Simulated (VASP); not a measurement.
# CoSi2 (Fm-3m) in VASP: further runs

CoSi2 is run at these levels: LDA; tasks: single point.

Everything below comes from runs of VASP 6.6.1. Logs are shortened: lines on timing, memory, paths and dates and some standing lists are left out, and cuts for length are marked.

### 1 The cell of the first run

The structure is cubic, space group Fm-3m (No. 225). Conventional cell: a = 5.274 Å, b = 5.274 Å, c = 5.274 Å, α = 90.00°, β = 90.00°, γ = 90.00°. Co (site symmetry m-3m) has 8 Si at 2.28 Å within 3.0 Å. Within 3.0 Å of Si (site symmetry -43m) lie 4 Co at 2.28 Å and 6 Si at 2.64 Å.

### 2 Single point, LDA

File INCAR:

```
PREC = Accurate
ENCUT = 520
EDIFF = 1E-6
ISMEAR = 0
SIGMA = 0.05
LREAL = False
LASPH = True
NELM = 60
ALGO = Normal
ISIF = 2
LWAVE = False
LCHARG = False
GGA = CA
NBANDS = 16
```

File KPOINTS:

```
regular mesh
0
Gamma
  12 12 12
```

File POSCAR:

```
CoSi2
1.0
    0.0000000000      2.6368085256      2.6368085256
    2.6368085256      0.0000000000      2.6368085256
    2.6368085256      2.6368085256      0.0000000000
Co Si
1 2
Direct
    0.0000000000      0.0000000000      0.0000000000
    0.2500000000      0.2500000000      0.2500000000
    0.7500000000      0.7500000000      0.7500000000
```

Potentials or basis: VASP PAW LDA potentials, release 64 (Co, Si).

Run with:

```console
> cat potpaw_LDA.64/Co/POTCAR potpaw_LDA.64/Si/POTCAR > POTCAR
> mpirun -np 1 vasp_std > vasp.out
```

OUTCAR:

```text
PREC = Accurate
   ENCUT = 520
   EDIFF = 1E-6
   ISMEAR = 0
   LREAL = False
   LASPH = True
   NELM = 60
   ISIF = 2
   GGA = CA

 ion  position               nearest neighbor table
   1  0.000  0.000  0.000-   2 2.28   3 2.28   3 2.28   3 2.28   3 2.28   2 2.28   2 2.28   2 2.28

   2  0.250  0.250  0.250-   1 2.28   1 2.28   1 2.28   1 2.28   3 2.64   3 2.64   3 2.64   3 2.64
                             3 2.64   3 2.64
   3  0.750  0.750  0.750-   1 2.28   1 2.28   1 2.28   1 2.28   2 2.64   2 2.64   2 2.64   2 2.64
                             2 2.64   2 2.64

  LATTYP: Found a face centered cubic cell.
 ALAT       =     5.2736170512

  Lattice vectors:

 A1 = (   0.0000000000,   2.6368085256,   2.6368085256)
 A2 = (   2.6368085256,   0.0000000000,   2.6368085256)
 A3 = (   2.6368085256,   2.6368085256,   0.0000000000)

Analysis of symmetry for initial positions (statically):
=====================================================================
 Subroutine PRICEL returns:
 Original cell was already a primitive cell.

 Routine SETGRP: Setting up the symmetry group for a
 face centered cubic supercell.

 Subroutine GETGRP returns: Found 48 space group operations
 (whereof 48 operations were pure point group operations)
 out of a pool of 48 trial point group operations.

The static configuration has the point symmetry O_h .

Analysis of symmetry for dynamics (positions and initial velocities):
=====================================================================
 Subroutine PRICEL returns:
 Original cell was already a primitive cell.

 Routine SETGRP: Setting up the symmetry group for a
 face centered cubic supercell.

 Subroutine GETGRP returns: Found 48 space group operations
 (whereof 48 operations were pure point group operations)
 out of a pool of 48 trial point group operations.

The dynamic configuration has the point symmetry O_h .

 Subroutine INISYM returns: Found 48 space group operations
 (whereof 48 operations are pure point group operations),
 and found     1 'primitive' translations

----------------------------------------------------------------------------------------

                                     Primitive cell

  volume of cell :      36.6662

  direct lattice vectors                    reciprocal lattice vectors
     0.000000000  2.636808526  2.636808526    -0.189623173  0.189623173  0.189623173
     2.636808526  0.000000000  2.636808526     0.189623173 -0.189623173  0.189623173
     2.636808526  2.636808526  0.000000000     0.189623173  0.189623173 -0.189623173

  length of vectors
     3.729010378  3.729010378  3.729010378     0.328436970  0.328436970  0.328436970

  position of ions in fractional coordinates (direct lattice)
     0.000000000  0.000000000  0.000000000
     0.250000000  0.250000000  0.250000000
     0.750000000  0.750000000  0.750000000

  ion indices of the primitive-cell ions
   primitive index   ion index
                 1           1
                 2           2
                 3           3

----------------------------------------------------------------------------------------

 KPOINTS: regular mesh

Automatic generation of k-mesh.
 Grid dimensions read from file:
 generate k-points for:   12   12   12

 Generating k-lattice:

  Cartesian coordinates                     Fractional coordinates (reciprocal lattice)
    -0.015801931  0.015801931  0.015801931     0.083333333  0.000000000  0.000000000
     0.015801931 -0.015801931  0.015801931     0.000000000  0.083333333  0.000000000
     0.015801931  0.015801931 -0.015801931     0.000000000  0.000000000  0.083333333

  Length of vectors
     0.027369748  0.027369748  0.027369748

  Shift w.r.t. Gamma in fractional coordinates (k-lattice)
     0.000000000  0.000000000  0.000000000

 Subroutine IBZKPT returns following result:
 ===========================================

 Found     72 irreducible k-points:

 Following reciprocal coordinates:
            Coordinates               Weight
  0.000000  0.000000  0.000000      1.000000
  0.083333  0.000000  0.000000      8.000000
  0.166667  0.000000  0.000000      8.000000
  0.250000  0.000000  0.000000      8.000000
  0.333333  0.000000  0.000000      8.000000
  0.416667  0.000000  0.000000      8.000000
[... 16 lines left out ...]
  0.500000  0.166667  0.000000     24.000000
 -0.416667  0.166667  0.000000     24.000000
 [... further k-points ...]
   k-points           NKPTS =     72   k-points in BZ     NKDIM =     72   number of bands    NBANDS=     16
   number of dos      NEDOS =    301   number of ions     NIONS =      3
   total plane-waves  NPLWV =  21952
   dimension x,y,z NGX =    28 NGY =   28 NGZ =   28
   dimension x,y,z NGXF=    56 NGYF=   56 NGZF=   56
   ions per type =               1   2
   NGX,Y,Z   is equivalent  to a cutoff of  12.48, 12.48, 12.48 a.u.
   NGXF,Y,Z  is equivalent  to a cutoff of  24.97, 24.97, 24.97 a.u.
 SYSTEM =  unknown system
[... 30 lines left out ...]
  volume/ion in A,a.u.               =      12.22        82.48
  Fermi-wavevector in a.u.,A,eV,Ry     =   1.267076  2.394426 21.843891  1.605481
  Thomas-Fermi vector in A             =   2.400243
   LORBIT       =      0    0 simple, 1 ext, 2 COOP (PROOUT), +10 PAW based schemes
   GGA     = CA    functional components
   LHFCALC =     F    Hartree Fock is set to
   AEXX    =    0.0000 exact exchange contribution
   IVDW    =     0    specifies the selected vdW correction
   LEPSILON=     F    determine dielectric tensor
   LRPA    =     F    only Hartree local field effects (RPA)
 non-spin polarized calculation
 Gauss-broadening in eV      SIGMA  =   0.05
  energy-cutoff  :      520.00
  volume of cell :       36.67
 maximum number of plane-waves:      1004
   NGX = 13   NGY = 13   NGZ = 13

 number of electron      17.0000008 magnetization

 Free energy of the ion-electron system (eV)
  ---------------------------------------------------
  ext. energy  EPLUGINS =         0.00000000
  ---------------------------------------------------
  free energy    TOTEN  =       -21.93100136 eV

  energy without entropy =      -21.92979810  energy(sigma->0) =      -21.93039973

 E-fermi :  10.6253     XC(G=0): -12.1220

 val. band max:       10.6095418149   @ k =   0.4167   0.2500   0.0833
 cond. band min:      10.6572532944   @ k =   0.4167   0.0833   0.0000
 fundamental gap:      0.0477114796
 Fermi energy:        10.6253003012

 k-point     1 :       0.0000    0.0000    0.0000
  band No.  band energies     occupation
      1      -2.7965      2.00000
      2       6.3317      2.00000
      3       6.3317      2.00000
      4       6.3317      2.00000
      5       8.5675      2.00000
      6       8.5675      2.00000
[... 8 lines left out ...]
     15      16.4672      0.00000
     16      16.4672      0.00000

 k-point     2 :       0.0833    0.0000    0.0000
  band No.  band energies     occupation
      1      -2.6874      2.00000
      2       6.0877      2.00000
      3       6.3709      2.00000
      4       6.3709      2.00000
      5       8.5343      2.00000
      6       8.5343      2.00000
[... 8 lines left out ...]
     15      16.1067      0.00000
     16      16.2685      0.00000

 k-point     3 :       0.1667    0.0000    0.0000
  band No.  band energies     occupation
      1      -2.3623      2.00000
      2       5.4241      2.00000
      3       6.4779      2.00000
      4       6.4779      2.00000
      5       8.4620      2.00000
      6       8.4621      2.00000
[... 8 lines left out ...]
     15      16.3081      0.00000
     16      17.1611      0.00000

 k-point     4 :       0.2500    0.0000    0.0000
  band No.  band energies     occupation
      1      -1.8278      2.00000
      2       4.4625      2.00000
      3       6.6195      2.00000
      4       6.6195      2.00000
      5       8.4224      2.00000
      6       8.4224      2.00000
[... 8 lines left out ...]
     15      17.4472      0.00000
     16      18.3834      0.00000
[... 324 lines left out ...]
 k-point    22 :       0.4167    0.1667    0.0000
  band No.  band energies     occupation
      1      -0.4467      2.00000
      2       3.1447      2.00000
      3       6.4380      2.00000
      4       6.6891      2.00000
      5       7.3887      2.00000
      6       8.6253      2.00000
[... 8 lines left out ...]
     15      21.4510      0.00000
     16      21.8719      0.00000

 k-point    23 :       0.5000    0.1667    0.0000
  band No.  band energies     occupation
      1       0.4844      2.00000
      2       2.0218      2.00000
      3       6.2036      2.00000
      4       6.8412      2.00000
      5       7.4136      2.00000
      6       8.6077      2.00000
[... 8 lines left out ...]
     15      21.5068      0.00000
     16      22.1042      0.00000

 k-point    24 :      -0.4167    0.1667    0.0000
  band No.  band energies     occupation
      1       0.8016      2.00000
      2       1.6675      2.00000
      3       5.9793      2.00000
      4       7.0016      2.00000
      5       7.5949      2.00000
      6       8.4052      2.00000
[... 8 lines left out ...]
     15      20.0860      0.00000
     16      20.5305      0.00000

 [... further k-points ...]
[... 5 lines left out ...]
  --------------------------------------------------------------------------------------
  -------------------------------------------------------------------------------------
  Total        0.0463566      0.0463566      0.0463566     -0.0000000     -0.0000000     -0.0000000
  in kB        2.0256117      2.0256117      2.0256117     -0.0000000     -0.0000000     -0.0000000
  external PRESSURE =       2.0256117 kB  Pullay stress =       0.0000000 kB

 VOLUME and BASIS-vectors are now :
 -----------------------------------------------------------------------------
  energy-cutoff  :      520.00
  volume of cell :       36.67
      direct lattice vectors                 reciprocal lattice vectors
     0.000000000  2.636808526  2.636808526    -0.189623173  0.189623173  0.189623173
     2.636808526  0.000000000  2.636808526     0.189623173 -0.189623173  0.189623173
     2.636808526  2.636808526  0.000000000     0.189623173  0.189623173 -0.189623173

 POSITION                                       TOTAL-FORCE (eV/Angst)
 -----------------------------------------------------------------------------------
      0.00000      0.00000      0.00000        -0.000000     -0.000000     -0.000000
      1.31840      1.31840      1.31840        -0.000000      0.000000      0.000000
      3.95521      3.95521      3.95521         0.000000      0.000000     -0.000000
 -----------------------------------------------------------------------------------
    total drift:                               -0.000000     -0.000000      0.000000

  FREE ENERGIE OF THE ION-ELECTRON SYSTEM (eV)
  ---------------------------------------------------
  free  energy   TOTEN  =       -21.9310013589 eV

  energy  without entropy=      -21.9297980954  energy(sigma->0) =      -21.93039973
```

Wall time 84 s (1 thread of Intel Xeon 8259CL, shared host); peak memory 0.17 GiB.

What came out:

| Item | Value |
| --- | --- |
| Free energy | -21.9310 eV |
| Pressure | 0.2 GPa |
| Band gap on the k mesh | zero (an odd number of electrons rules out a gap without spin polarisation) |

Caveat: an odd number of electrons without spin polarisation forces a metal; a magnetic or distorted state may lie lower. Spin polarisation is off, so any magnetic state and its effect on volume and gap are missing.

### 3 Single point, LDA (11.73 Å³/atom)

This run uses another cell than the first one, of 11.73 Å³/atom.

File INCAR:

```
  PREC = Accurate
  ENCUT = 520
  EDIFF = 1E-7
  ISMEAR = 0
  SIGMA = 0.05
  LREAL = F
  LASPH = T
  NELM = 80
  ALGO = Normal
  ISIF = 2
  LWAVE = F
  LCHARG = F
  GGA = CA
  NBANDS = 16
```

File KPOINTS:

```
regular mesh
0
Gamma
  14 14 14
```

File POSCAR:

```
CoSi2
1.0
    0.0000000000      2.6011716094      2.6011716094
    2.6011716094      0.0000000000      2.6011716094
    2.6011716094      2.6011716094      0.0000000000
Co Si
1 2
Direct
    0.0000000000      0.0000000000      0.0000000000
    0.2500000000      0.2500000000      0.2500000000
    0.7500000000      0.7500000000      0.7500000000
```

Potentials or basis: VASP PAW LDA potentials, release 64 (Co, Si).

Run with:

```console
> cat potpaw_LDA.64/Co/POTCAR potpaw_LDA.64/Si/POTCAR > POTCAR
> mpirun -np 1 vasp_std > vasp.out
```

Wall time 2 min (1 thread of Intel Xeon 8259CL, shared host); peak memory 0.18 GiB.

Results (log left out):

```yaml
Free_energy: -21.8861 eV
Pressure: 9.5 GPa
Band_gap_on_the_k_mesh: zero (an odd number of electrons rules out a gap without spin polarisation)
```

Levels at points of the mesh, in eV from the Fermi level:
| k point | band 5 | band 6 | band 7 | band 8 | band 9 | band 10 | band 11 | band 12 | band 13 | band 14 |
| --- | --- | --- | --- | --- | --- | --- | --- | --- | --- | --- |
| (0.00, 0.00, 0.00) | -2.26 | -2.26 | 1.53 | 3.45 | 3.45 | 3.45 | 3.74 | 3.74 | 3.74 | 5.99 |
| (0.50, 0.00, 0.00) | -2.46 | -1.94 | -1.94 | -0.52 | -0.52 | 2.89 | 3.66 | 3.66 | 5.04 | 10.73 |
| (0.50, 0.50, 0.00) | -3.90 | -2.29 | -2.29 | -2.22 | -1.59 | 1.88 | 2.93 | 8.66 | 10.36 | 10.36 |

Caveat: the cell stands under pressure; an odd number of electrons without spin polarisation forces a metal; a magnetic or distorted state may lie lower.

### 4 Single point, LDA (11.98 Å³/atom)

This run uses another cell than the first one, of 11.98 Å³/atom.

File INCAR:

```
PREC = Accurate
ENCUT = 520
EDIFF = 1E-6
ISMEAR = 0
SIGMA = 0.05
LREAL = F
LASPH = T
NELM = 100
ALGO = Normal
ISIF = 2
LWAVE = F
LCHARG = F
GGA = CA
NBANDS = 16
```

File KPOINTS:

```
Automatic mesh
0
Gamma
  14 14 14
```

File POSCAR:

```
CoSi2
1.0
    0.0000000000      2.6191112909      2.6191112909
    2.6191112909      0.0000000000      2.6191112909
    2.6191112909      2.6191112909      0.0000000000
Co Si
1 2
Direct
    0.0000000000      0.0000000000      0.0000000000
    0.2500000000      0.2500000000      0.2500000000
    0.7500000000      0.7500000000      0.7500000000
```

Run with:

```console
> cat potpaw_LDA.64/Co/POTCAR potpaw_LDA.64/Si/POTCAR > POTCAR
> mpirun -np 1 vasp_std > vasp.out
```

Wall time 1.9 min (1 thread of Intel Xeon 8259CL, shared host); peak memory 0.18 GiB.

Results (log left out):

```yaml
Free_energy: -21.9183 eV
Pressure: 4.6 GPa
Band_gap_on_the_k_mesh: zero (an odd number of electrons rules out a gap without spin polarisation)
```

Levels at points of the mesh, in eV from the Fermi level:
```csv
k point,band 7,band 8,band 9,band 10,band 11,band 12
"(0.00, 0.00, 0.00)",1.31,3.45,3.45,3.45,3.65,3.65
"(0.50, 0.00, 0.00)",-1.87,-0.51,-0.51,2.82,3.60,3.60
"(0.50, 0.50, 0.00)",-2.23,-2.15,-1.53,1.79,2.92,8.64
```

Caveat: the cell stands under pressure; an odd number of electrons without spin polarisation forces a metal; a magnetic or distorted state may lie lower.

### 5 Single point, LDA

File INCAR:

```
PREC = Accurate
ENCUT = 520
EDIFF = 1E-6
ISMEAR = 0
SIGMA = 0.05
LREAL = False
LASPH = True
NELM = 100
ALGO = Normal
ISIF = 2
LWAVE = False
LCHARG = False
GGA = CA
NBANDS = 16
```

File KPOINTS:

```
regular mesh
0
Gamma
  14 14 14
```

File POSCAR:

```
CoSi2
1.0
    0.0000000000      2.6368085256      2.6368085256
    2.6368085256      0.0000000000      2.6368085256
    2.6368085256      2.6368085256      0.0000000000
Co Si
1 2
Direct
    0.0000000000      0.0000000000      0.0000000000
    0.2500000000      0.2500000000      0.2500000000
    0.7500000000      0.7500000000      0.7500000000
```

Run with:

```console
> cat potpaw_LDA.64/Co/POTCAR potpaw_LDA.64/Si/POTCAR > POTCAR
> mpirun -np 1 vasp_std > vasp.out
```

Wall time 1.7 min (1 thread of Intel Xeon 8259CL, shared host); peak memory 0.19 GiB.

The run converged. Its results:

| Item | Value |
| --- | --- |
| Free energy | -21.9295 eV |
| Pressure | 0.2 GPa |
| Band gap on the k mesh | zero (an odd number of electrons rules out a gap without spin polarisation) |

Levels at points of the mesh, in eV from the Fermi level:
| k point | band 6 | band 7 | band 8 | band 9 | band 10 | band 11 | band 12 | band 13 |
| --- | --- | --- | --- | --- | --- | --- | --- | --- |
| (0.00, 0.00, 0.00) | -2.10 | 1.10 | 3.45 | 3.45 | 3.45 | 3.57 | 3.57 | 3.57 |
| (0.50, 0.00, 0.00) | -1.81 | -1.81 | -0.50 | -0.50 | 2.75 | 3.53 | 3.53 | 4.66 |
| (0.50, 0.50, 0.00) | -2.17 | -2.17 | -2.09 | -1.48 | 1.70 | 2.91 | 8.63 | 9.93 |

Caveat: an odd number of electrons without spin polarisation forces a metal; a magnetic or distorted state may lie lower. Spin polarisation is off, so any magnetic state and its effect on volume and gap are missing.

### 6 Single point, LDA (12.47 Å³/atom)

This run uses another cell than the first one, of 12.47 Å³/atom.

File INCAR:

```
PREC     = Accurate       # precision mode
ENCUT    = 520            # plane-wave cutoff, eV
EDIFF    = 1E-6           # SCF threshold, eV
ISMEAR   = 0              # smearing method
SIGMA    = 0.05           # smearing width, eV
LREAL    = False          # projectors in reciprocal space
LASPH    = True           # aspherical terms in the spheres
NELM     = 100            # most SCF steps
ALGO     = Normal         # electronic algorithm
ISIF     = 2              # what is computed and relaxed
LWAVE    = False          # write WAVECAR
LCHARG   = False          # write CHGCAR
NBANDS   = 16             # bands
```

File KPOINTS:

```
Automatic mesh
0
Gamma
  14 14 14
```

File POSCAR:

```
CoSi2
1.0
    0.0000000000      2.6542713426      2.6542713426
    2.6542713426      0.0000000000      2.6542713426
    2.6542713426      2.6542713426      0.0000000000
Co Si
1 2
Direct
    0.0000000000      0.0000000000      0.0000000000
    0.2500000000      0.2500000000      0.2500000000
    0.7500000000      0.7500000000      0.7500000000
```

Potentials or basis: VASP PAW LDA potentials, release 64 (Co, Si).

Run with:

```console
> cat potpaw_LDA.64/Co/POTCAR potpaw_LDA.64/Si/POTCAR > POTCAR
> mpirun -np 1 vasp_std > vasp.out
```

It took 2.1 min on 1 thread of Intel Xeon 8259CL, shared host; peak memory 0.18 GiB.

The run converged. Its results:

| Quantity | Value |
| --- | --- |
| Free energy | -21.9219 eV |
| Pressure | -3.6 GPa |
| Band gap on the k mesh | zero (an odd number of electrons rules out a gap without spin polarisation) |

Levels at points of the mesh, in eV from the Fermi level:
| k point | band 7 | band 8 | band 9 | band 10 | band 11 | band 12 |
| --- | --- | --- | --- | --- | --- | --- |
| (0.00, 0.00, 0.00) | 0.90 | 3.44 | 3.44 | 3.44 | 3.48 | 3.48 |
| (0.50, 0.00, 0.00) | -1.75 | -0.49 | -0.49 | 2.69 | 3.47 | 3.47 |
| (0.50, 0.50, 0.00) | -2.11 | -2.03 | -1.43 | 1.62 | 2.90 | 8.61 |

Caveat: the cell stands under tension; an odd number of electrons without spin polarisation forces a metal; a magnetic or distorted state may lie lower. Spin polarisation is off, so any magnetic state and its effect on volume and gap are missing.

### 7 Overview

```csv
cell,k mesh,gap on the mesh (eV),pressure (GPa)
"a = 3.729 Å, angles 60.0°, 3 atoms",12 × 12 × 12,none,0.2
"a = 3.679 Å, angles 60.0°, 3 atoms",14 × 14 × 14,none,9.5
"a = 3.704 Å, angles 60.0°, 3 atoms",14 × 14 × 14,none,4.6
"a = 3.729 Å, angles 60.0°, 3 atoms",14 × 14 × 14,none,0.2
"a = 3.754 Å, angles 60.0°, 3 atoms",14 × 14 × 14,none,-3.6
```

Alike in all rows: task single point; level LDA; potentials or basis VASP PAW LDA potentials, release 64 (Co, Si); no spin polarisation; cutoff (eV) 520; smearing gaussian 0.05 eV.

Caveats: an odd number of electrons without spin polarisation forces a metal; a magnetic or distorted state may lie lower; the cell stands under pressure (at least some runs); the cell stands under tension (at least some runs).

Total energies depend on the potentials used, so only differences within one code and one set of settings carry meaning.

The gap in the log of VASP goes by the Fermi energy; the results here count the filled bands.